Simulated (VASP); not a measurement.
Wanted: the native input for a VASP 6.6.1 run.

* Task: single point
* Functional: PBE
* Potentials or basis: VASP PAW PBE potentials, release 64 (Re)
* Cutoff: 520 eV
* k mesh: 6 × 6 × 1
* Occupations: gaussian, width 0.1 eV
* Spin: no spin polarisation
* Dipole correction: yes
* Further INCAR settings: ALGO = Normal; EDIFF = 1e-06; NBANDS = 14

The structure of Re lies in POSCAR:

```
Re
1.0
    5.4840593500      0.0000000000      0.0000000000
   -2.7420305700      4.7493346900      0.0000000000
    0.0000000000      0.0000000000     14.0000000000
Re
2
Direct
    0.3333333300      0.6666666700      0.5000000000
    0.6666666700      0.3333333300      0.5000000000
```

One way to write it, as run:

INCAR

```
SYSTEM = Re
PREC     = Accurate       ! precision mode
ENCUT    = 520            ! plane-wave cutoff, eV
EDIFF    = 1E-6           ! SCF threshold, eV
ISMEAR   = 0              ! smearing method
SIGMA    = 0.1            ! smearing width, eV
LREAL    = .False.        ! projectors in reciprocal space
LASPH    = .True.         ! aspherical terms in the spheres
NELM     = 100            ! most SCF steps
ALGO     = Normal         ! electronic algorithm
ISIF     = 2              ! what is computed and relaxed
LWAVE    = .False.        ! write WAVECAR
LCHARG   = .False.        ! write CHGCAR
LDIPOL   = .True.       
IDIPOL   = 3            
DIPOL    = 0.5 0.5 0.500
GGA      = PE             ! functional
NBANDS   = 14             ! bands
```

KPOINTS

```
regular mesh
0
Gamma
  6 6 1
  0 0 0
```

Potentials or basis: VASP PAW PBE potentials, release 64 (Re).

Launch:

```sh
$ cat potpaw_PBE.64/Re/POTCAR > POTCAR
$ mpirun -np 1 vasp_std > vasp.out
```

It gave:

```
Band gap on the k mesh : zero (band 7 reaches -4.01 eV, above the bottom of band 8 at -4.48 eV)
```

Caveat: spin-orbit coupling is left out, which moves the levels of the heavy elements.

Wall time 2.1 min on 1 thread of AMD EPYC 7571, with other jobs on the host, peak memory 0.4 GiB.
